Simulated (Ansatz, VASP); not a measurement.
**Two plane-wave programs on Cd**

Contents of INCAR:

```
PREC     = Accurate       # precision mode
ENCUT    = 520            # plane-wave cutoff, eV
EDIFF    = 1E-7           # SCF threshold, eV
ISMEAR   = -1             # smearing method
SIGMA    = 0.6            # smearing width, eV
LREAL    = False          # projectors in reciprocal space
LASPH    = True           # aspherical terms in the spheres
NELM     = 80             # most SCF steps
ALGO     = Normal         # electronic algorithm
ISIF     = 2              # what is computed and relaxed
LWAVE    = False          # write WAVECAR
LCHARG   = False          # write CHGCAR
GGA      = PE             # functional
NBANDS   = 19             # bands
```

Contents of KPOINTS:

```
regular mesh
0
Gamma
  12 12 6
```

POSCAR

```
Cd
1.0
    3.0007103730      0.0000000000      0.0000000000
   -1.5003551865      2.5986914124      0.0000000000
    0.0000000000      0.0000000000      5.9261569577
Cd
2
Direct
    0.3333333333      0.6666666667      0.2500000000
    0.6666666667      0.3333333333      0.7500000000
```

Input for Ansatz:

```yaml
crystal:
  lattice:
    - [3.000710373, 0.0, 0.0]
    - [-1.5003551865, 2.5986914124, 0.0]
    - [0.0, 0.0, 5.9261569577]
  atoms:
    - { symbol: Cd, position: [0.3333333333, 0.6666666667, 0.25] }
    - { symbol: Cd, position: [0.6666666667, 0.3333333333, 0.75] }
hamiltonian:
  xc: pbe
  pseudopotentials:
    kind: paw
    azcp:
      Cd: "pseudopotentials/Cd.paw.azcp"
basis:
  ecutwfc: 420
  fft_grid_basis: typed
kpoints:
  mp_grid: { grid: [12, 12, 6], shift: [0, 0, 0] }
magnetization:
  spin_polarized: false
scf:
  occupations: { method: fermi_dirac, width: 0.6 }
  lower_state_search: "off"
output:
  stress: true
```

Alike in both runs: task single point; functional PBE; k mesh 12 × 12 × 6; occupations fermi-dirac, width 0.6 eV; no spin polarisation.

|  | VASP | Ansatz |
| --- | --- | --- |
| version | VASP 6.6.1 | Ansatz 0.2.0 |
| potentials or method | VASP PAW PBE potentials, release 64 (Cd), cutoff 520 eV | plane waves (420 eV) with PAW, scalar-relativistic |
| valence electrons in the cell | 24 | 40 |

|  | VASP | Ansatz | Ansatz less VASP |
| --- | --- | --- | --- |
| pressure (GPa) | 2.1 | 1.8 | -0.28 |
| traceless stress, the component that is largest in VASP (GPa) | -1.61 | -1.48 | +0.133 |

VASP's potentials hold 24 valence electrons a cell and Ansatz's 40, so a difference there can come from the potentials and not from the codes.
